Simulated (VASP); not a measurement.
# N2 in VASP: single point with r2SCAN

Aim: the single point of N2 with r2SCAN.

Program: VASP 6.6.1. These are calculated values, not measurements. Logs are shortened: lines on timing, memory, paths and dates and some standing lists are left out, and cuts for length are marked.

### Step 1. The cell of the first run

The cell holds a molecule in a box, 2 atoms: a = 10.000 Å, b = 10.500 Å, c = 11.000 Å, α = 90.00°, β = 90.00°, γ = 90.00°.

### Step 2. Single point, r2SCAN

POSCAR reads:

```
N
1.0
   10.0000000000      0.0000000000      0.0000000000
    0.0000000000     10.5000000000      0.0000000000
    0.0000000000      0.0000000000     11.0000000000
N
2
Direct
    0.5000000000      0.5000000000      0.4500025919
    0.5000000000      0.5000000000      0.5499974081
```

INCAR.step1 reads:

```
SYSTEM = N
  ALGO = Normal
  EDIFF = 1E-5
  ENCUT = 580
  GGA = PE
  GGA_COMPAT = .False.
  ISMEAR = 0
  LASPH = .True.
  LCHARG = .False.
  LREAL = .False.
  LWAVE = .True.
  NBANDS = 12
  NELM = 120
  NELMDL = -8
  PREC = Accurate
  SIGMA = 0.01
```

INCAR.step2 reads:

```
SYSTEM = N
  ALGO = Normal
  EDIFF = 1E-6
  ENCUT = 580
  GGA_COMPAT = .False.
  ISIF = 2
  ISMEAR = 0
  ISTART = 1
  LASPH = .True.
  LCHARG = .False.
  LMIXTAU = .True.
  LREAL = .False.
  LWAVE = .False.
  METAGGA = R2SCAN
  NBANDS = 12
  NELM = 120
  PREC = Accurate
  SIGMA = 0.01
```

KPOINTS reads:

```
k-points
0
Gamma
  1 1 1
  0 0 0
```

Potentials or basis: VASP PAW PBE potentials, release 64 (N).

On the command line:

```bash
$ cat potpaw_PBE.64/N/POTCAR > POTCAR
$ cp INCAR.step1 INCAR
$ mpirun -np 1 vasp_gam > vasp.out
$ cp INCAR.step2 INCAR
$ mpirun -np 1 vasp_gam > vasp.out
```

OUTCAR:

```text
SYSTEM = N
   EDIFF = 1E-6
   ENCUT = 580
   ISIF = 2
   ISMEAR = 0
   ISTART = 1
   LASPH = .True.
   LREAL = .False.
   METAGGA = R2SCAN
   NELM = 120
   PREC = Accurate

 ion  position               nearest neighbor table
   1  0.500  0.500  0.450-   2 1.10
   2  0.500  0.500  0.550-   1 1.10

  LATTYP: Found a simple orthorhombic cell.
 ALAT       =    10.0000000000
 B/A-ratio  =     1.0500000000
 C/A-ratio  =     1.1000000000

  Lattice vectors:

 A1 = (  10.0000000000,   0.0000000000,   0.0000000000)
 A2 = (   0.0000000000,  10.5000000000,   0.0000000000)
 A3 = (   0.0000000000,   0.0000000000,  11.0000000000)

Analysis of symmetry for initial positions (statically):
=====================================================================
 Subroutine PRICEL returns:
 Original cell was already a primitive cell.

 Routine SETGRP: Setting up the symmetry group for a
 simple orthorhombic supercell.

 Subroutine GETGRP returns: Found  8 space group operations
 (whereof  8 operations were pure point group operations)
 out of a pool of  8 trial point group operations.

The static configuration has the point symmetry D_2h.

Analysis of symmetry for dynamics (positions and initial velocities):
=====================================================================
 Subroutine PRICEL returns:
 Original cell was already a primitive cell.

 Routine SETGRP: Setting up the symmetry group for a
 simple orthorhombic supercell.

 Subroutine GETGRP returns: Found  8 space group operations
 (whereof  8 operations were pure point group operations)
 out of a pool of  8 trial point group operations.

The dynamic configuration has the point symmetry D_2h.

 Subroutine INISYM returns: Found  8 space group operations
 (whereof  8 operations are pure point group operations),
 and found     1 'primitive' translations

----------------------------------------------------------------------------------------

                                     Primitive cell

  volume of cell :    1155.0000

  direct lattice vectors                    reciprocal lattice vectors
    10.000000000  0.000000000  0.000000000     0.100000000  0.000000000  0.000000000
     0.000000000 10.500000000  0.000000000     0.000000000  0.095238095  0.000000000
     0.000000000  0.000000000 11.000000000     0.000000000  0.000000000  0.090909091

  length of vectors
    10.000000000 10.500000000 11.000000000     0.100000000  0.095238095  0.090909091

  position of ions in fractional coordinates (direct lattice)
     0.500000000  0.500000000  0.450002592
     0.500000000  0.500000000  0.549997408

  ion indices of the primitive-cell ions
   primitive index   ion index
                 1           1
                 2           2

----------------------------------------------------------------------------------------

 KPOINTS: k-points

Automatic generation of k-mesh.
 Grid dimensions read from file:
 generate k-points for:    1    1    1

 Generating k-lattice:

  Cartesian coordinates                     Fractional coordinates (reciprocal lattice)
     0.100000000  0.000000000  0.000000000     1.000000000  0.000000000  0.000000000
     0.000000000  0.095238095  0.000000000     0.000000000  1.000000000  0.000000000
     0.000000000  0.000000000  0.090909091     0.000000000  0.000000000  1.000000000

  Length of vectors
     0.100000000  0.095238095  0.090909091

  Shift w.r.t. Gamma in fractional coordinates (k-lattice)
     0.000000000  0.000000000  0.000000000

 Subroutine IBZKPT returns following result:
 ===========================================

 Found      1 irreducible k-points:

 Following reciprocal coordinates:
            Coordinates               Weight
  0.000000  0.000000  0.000000      1.000000
   k-points           NKPTS =      1   k-points in BZ     NKDIM =      1   number of bands    NBANDS=     12
   number of dos      NEDOS =    301   number of ions     NIONS =      2
   total plane-waves  NPLWV = 604800
   dimension x,y,z NGX =    80 NGY =   84 NGZ =   90
   dimension x,y,z NGXF=   160 NGYF=  168 NGZF=  180
   ions per type =               2
   NGX,Y,Z   is equivalent  to a cutoff of  13.30, 13.30, 13.60 a.u.
   NGXF,Y,Z  is equivalent  to a cutoff of  26.60, 26.60, 27.20 a.u.
 SYSTEM =  N
   PREC   = accura    normal or accurate (medium, high low for compatibility)
   ISTART =      1    job   : 0-new  1-cont  2-samecut
   ICHARG =      0    charge: 1-file 2-atom 10-const
   ISPIN  =      1    spin polarized calculation?
   LNONCOLLINEAR =      F non collinear calculations
   LSORBIT =      F    spin-orbit coupling
   LASPH  =      T    aspherical Exc in radial PAW
   ENCUT  =  580.0 eV  42.63 Ry    6.53 a.u.  19.64 20.62 21.60*2*pi/ulx,y,z
   NELM   =    120;   NELMIN=  2; NELMDL=  0     # of ELM steps
   EDIFF  = 0.1E-05   stopping-criterion for ELM
   LREAL  =      F    real-space projection
   EDIFFG = 0.1E-04   stopping-criterion for IOM
   NSW    =      0    number of steps for IOM
   IBRION =     -1    ionic relax: 0-MD 1-quasi-New 2-CG
   NFREE  =      0    steps in history (QN), initial steepest desc. (CG)
   ISIF   =      2    stress and relaxation
   ISYM   =      2    0-nonsym 1-usesym 2-fastsym
   POTIM  = 0.5000    time-step for ionic-motion
   TEBEG  =    0.0;   TEEND  =   0.0 temperature during run
   PSTRESS=    0.0 pullay stress
   NELECT =      10.0000    total number of electrons
   NUPDOWN=      -1.0000    fix difference up-down
   EMIN   =  10.00;   EMAX   =-10.00  energy-range for DOS
   EFERMI =   0.00;   METHOD = LEGACY
   ISMEAR =     0;   SIGMA  =   0.01  broadening in eV -4-tet -1-fermi 0-gaus
   EFERMI_NEDOS =   21; number of points for ismear=-14 and -15
   IALGO  =     38    algorithm
   IMIX   =      4    mixing-type and parameters
     AMIX     =   0.40;   BMIX     =  1.00
     AMIX_MAG =   1.60;   BMIX_MAG =  1.00
  volume/ion in A,a.u.               =     577.50      3897.16
  Fermi-wavevector in a.u.,A,eV,Ry     =   0.336161  0.635252  1.537517  0.113004
  Thomas-Fermi vector in A             =   1.236311
   LORBIT       =      0    0 simple, 1 ext, 2 COOP (PROOUT), +10 PAW based schemes
   METAGGA = R2SCAN    functional components
   LHFCALC =     F    Hartree Fock is set to
   AEXX    =    0.0000 exact exchange contribution
   IVDW    =     0    specifies the selected vdW correction
   LEPSILON=     F    determine dielectric tensor
   LRPA    =     F    only Hartree local field effects (RPA)
 non-spin polarized calculation
 Gauss-broadening in eV      SIGMA  =   0.01
  energy-cutoff  :      580.00
  volume of cell :     1155.00
 maximum number of plane-waves:     18337
 NGX is ok and might be reduce to    80
   NGX = 39   NGY = 41   NGZ = 43

 number of electron      10.0000000 magnetization

 Free energy of the ion-electron system (eV)
  ---------------------------------------------------
  ext. energy  EPLUGINS =         0.00000000
  ---------------------------------------------------
  free energy    TOTEN  =       -18.21943076 eV

  energy without entropy =      -18.21943076  energy(sigma->0) =      -18.21943076

 E-fermi : -10.4647     XC(G=0):  -0.3019

 val. band max:      -10.5622126590   @ k =   0.0000   0.0000   0.0000
 cond. band min:      -1.5654326583   @ k =   0.0000   0.0000   0.0000
 fundamental gap:      8.9967800007
 Fermi energy:       -10.4647262805

 k-point     1 :       0.0000    0.0000    0.0000
  band No.  band energies     occupation
      1     -29.6546      2.00000
      2     -14.1108      2.00000
      3     -11.8806      2.00000
      4     -11.8806      2.00000
      5     -10.5622      2.00000
      6      -1.5654      0.00000
      7      -1.5653      0.00000
      8       0.1318      0.00000
      9       1.3191      0.00000
     10       1.3801      0.00000
     11       1.4306      0.00000
     12       1.5696      0.00000

------------------------ aborting loop because EDIFF is reached ----------------------------------------

  FORCE on cell =-STRESS in cart. coord.  units (eV):
  Direction    XX          YY          ZZ          XY          YZ          ZX
  --------------------------------------------------------------------------------------
  -------------------------------------------------------------------------------------
  Total       -0.0342576     -0.0345613      1.0372649      0.0000000      0.0000000      0.0000000
  in kB       -0.0475210     -0.0479423      1.4388592      0.0000000      0.0000000      0.0000000
  external PRESSURE =       0.4477986 kB  Pullay stress =       0.0000000 kB

 VOLUME and BASIS-vectors are now :
 -----------------------------------------------------------------------------
  energy-cutoff  :      580.00
  volume of cell :     1155.00
      direct lattice vectors                 reciprocal lattice vectors
    10.000000000  0.000000000  0.000000000     0.100000000  0.000000000  0.000000000
     0.000000000 10.500000000  0.000000000     0.000000000  0.095238095  0.000000000
     0.000000000  0.000000000 11.000000000     0.000000000  0.000000000  0.090909091

 POSITION                                       TOTAL-FORCE (eV/Angst)
 -----------------------------------------------------------------------------------
      5.00000      5.25000      4.95003         0.000000      0.000000     -1.009951
      5.00000      5.25000      6.04997         0.000000     -0.000000      1.009951
 -----------------------------------------------------------------------------------
    total drift:                                0.000000      0.000000      0.000000

  FREE ENERGIE OF THE ION-ELECTRON SYSTEM (eV)
  ---------------------------------------------------
  free  energy   TOTEN  =       -18.2194307612 eV

  energy  without entropy=      -18.2194307612  energy(sigma->0) =      -18.21943076
```

Run time: 5.4 min. Hardware: 1 thread of Intel Xeon Platinum 8259CL at 2.50GHz (Skylake/Cascade Lake), shared host; peak memory 1.2 GiB.

Results:

| Property | Result |
| --- | --- |
| Free energy | -18.2194 eV |
| Largest force | 1.010 eV/Å |
| Gap between the frontier levels | 9.00 eV |

Forces in eV/Å, atoms in the order of the input:
```
N    0.000  0.000 -1.010
N    0.000  0.000  1.010
```

Levels at points of the mesh, in eV from the valence-band top:
```tsv
k point	band 2	band 3	band 4	band 5	band 6	band 7	band 8	band 9
(0.00, 0.00, 0.00)	-3.55	-1.32	-1.32	0.00	9.00	9.00	10.69	11.88
```

Caveat: the standard files for N, O and F lose accuracy on very short bonds; the PAW data sets were made with another functional, which shifts forces and pressure a little.
